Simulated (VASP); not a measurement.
KTaO3:

```xyz
5
Lattice="4.0665 0.0000 0.0000 0.0000 4.0665 0.0000 0.0000 0.0000 4.0665" Properties=species:S:1:pos:R:3 pbc="T T T"
Ta    0.0000    0.0000    0.0000
K     2.0333    2.0333    2.0333
O     0.0000    0.0000    2.0333
O     0.0000    2.0333    0.0000
O     2.0333    0.0000    0.0000
```

Base run:

```yaml
Program: VASP 6.6.1
Functional: r2SCAN
Potentials_or_basis: VASP PAW PBE potentials, release 64 (Ta_sv_GW, K_sv, O)
Cutoff: 660 eV
k_mesh: 7 × 7 × 7
Occupations: fermi-dirac, width 0.05 eV
Spin: no spin polarisation
```

Its results: band gap on the k mesh 2.52 eV, indirect (least direct gap 3.13 eV); pressure -10.6 GPa.

The run is repeated on the same cell with these changes: functional from r2SCAN to PBE; cutoff from 660 eV to 600 eV. What comes out?

Band gap on the k mesh 2.13 eV, indirect (least direct gap 2.71 eV); pressure -5.4 GPa.

r2SCAN gives the wider gap, since meta-GGAs in the generalised Kohn-Sham scheme recover part of the derivative discontinuity.

Caveats: spin-orbit coupling is left out, which moves the levels of the heavy elements; the PAW data sets were made with another functional, which shifts forces and pressure a little (some runs).

A k mesh can miss the band edges.
